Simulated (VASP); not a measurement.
Wanted: the native input for a VASP 6.6.1 run.

```
Task                   : relaxation of cell and atoms
Functional             : PBE
Potentials or basis    : VASP PAW PBE potentials, release 64 (Na_pv, I)
Cutoff                 : 600 eV
k mesh                 : 6 × 6 × 4
Occupations            : gaussian, width 0.1 eV
Spin                   : no spin polarisation
Dipole correction      : no
Further INCAR settings : ALGO = Normal; EDIFF = 1e-06; IBRION = 2; EDIFFG = -0.04; NSW = 90; ISIF = 3
```

The structure of Na2I lies in POSCAR:

```
Na2I
1.0
    4.7791018800      0.0000000000      0.0000000000
   -2.3895509400      4.1388236300      0.0000000000
    0.0000000000      0.0000000000      5.0687089200
Na I
2 1
Direct
    0.3333333300      0.6666666700      0.0000000000
    0.6666666700      0.3333333300      0.0000000000
    0.0000000000      0.0000000000      0.5000000000
```

The input as run:

INCAR

```
PREC = Accurate
ENCUT = 600
EDIFF = 1E-6
ISMEAR = 0
SIGMA = 0.1
LREAL = F
LASPH = T
NELM = 80
ALGO = Normal
ISIF = 3
LWAVE = F
LCHARG = F
GGA = PE
IBRION = 2
NSW = 90
EDIFFG = -0.04
```

KPOINTS

```
Automatic mesh
0
Gamma
  6 6 4
```

Potentials or basis: VASP PAW PBE potentials, release 64 (Na_pv, I).

Launch:

```sh
$ cat potpaw_PBE.64/Na_pv/POTCAR potpaw_PBE.64/I/POTCAR > POTCAR
$ mpirun -np 1 vasp_std > vasp.out
```

It gave:

```
Relaxed volume                         : 36.25 Å³/atom
Relaxed cell                           : a = 5.633 Å, b = 5.633 Å, c = 3.957 Å, α = 90.00°, β = 90.00°, γ = 120.00°
Space group after relaxing (to 0.05 Å) : P6/mmm (No. 191)
Energy gained by relaxing              : 152.9 meV/atom
Ionic steps                            : 12
Pressure after relaxing                : 0.1 GPa
```

Caveat: an odd number of electrons without spin polarisation forces a metal; a magnetic or distorted state may lie lower.

Wall time 3.9 min on 1 thread of Intel(R) Xeon(R) Platinum 8259CL CPU @ 2.50GHz (Skylake/Cascade Lake), on a shared host, peak memory 0.27 GiB.
